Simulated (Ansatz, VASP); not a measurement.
One calculation of HfC, two programs

```xyz
2
Lattice="0.0232 2.3366 2.3366 2.3366 0.0232 2.3366 2.3366 2.3366 0.0232" Properties=species:S:1:pos:R:3 pbc="T T T"
Hf    2.3483    2.3483    2.3483
C     0.0000    0.0000    0.0000
```

Change from the starting cell: equal xy, yz and zx shear strains of +1 %.

Alike in both runs: task single point; functional PBEsol; k mesh 15 × 15 × 15; occupations fermi-dirac, width 0.05 eV; no spin polarisation.

|  | VASP | Ansatz |
| --- | --- | --- |
| version | VASP 6.6.1 | Ansatz 0.2.0 |
| potentials or method | VASP PAW PBE potentials, release 64 (Hf_pv, C), cutoff 520 eV | all-electron LAPW, scalar-relativistic |

Ansatz gave:

| Property | Result |
| --- | --- |
| pressure (GPa) | -6.5 |
| traceless stress, the component that is largest in VASP (GPa) | -1.68 |

Which values does VASP return?

Pressure (GPa): -7.0; traceless stress, the component that is largest in VASP (GPa): -1.68.

VASP's potentials were made for PBE, not for PBEsol. Ansatz ran all-electron here, and VASP with PAW potentials.

Spin-orbit coupling is off throughout.
